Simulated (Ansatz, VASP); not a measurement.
## Two plane-wave programs on Cu

```
Cu
1.0
     2.52059    0.00000    0.00000
    -1.26030    2.18290    0.00000
     0.00000    0.00000    4.11652
Cu
2
Cartesian
  0.0000 1.4553 1.0291
  1.2603 0.7276 3.0874
```

Alike in both runs: task single point; functional PBEsol; k mesh 18 × 18 × 8; occupations gaussian, width 0.15 eV; no spin polarisation.

|  | VASP | Ansatz |
| --- | --- | --- |
| version | VASP 6.6.1 | Ansatz 0.2.0 |
| potentials or method | VASP PAW PBE potentials, release 64 (Cu), cutoff 520 eV | scalar-relativistic, plane waves, PAW |
| valence electrons in the cell | 22 | 38 |

VASP gave:

```
gap on the k mesh at the Fermi level (eV)                     : none
pressure (GPa)                                                : 0.7
traceless stress, the component that is largest in VASP (GPa) : -0.14
```

**Question.** What did Ansatz give for the same quantities?

**Answer.** gap on the k mesh at the Fermi level (eV): none; pressure (GPa): 0.0; traceless stress, the component that is largest in VASP (GPa): -0.10.

VASP's potentials were made for PBE, not for PBEsol. A gap of «none» marks a metal or a gap that the smearing closes. The functional is the same, so the differences come from potentials, cutoffs and numerics. VASP's potentials hold 22 valence electrons a cell and Ansatz's 38, so a difference there can come from the potentials and not from the codes.
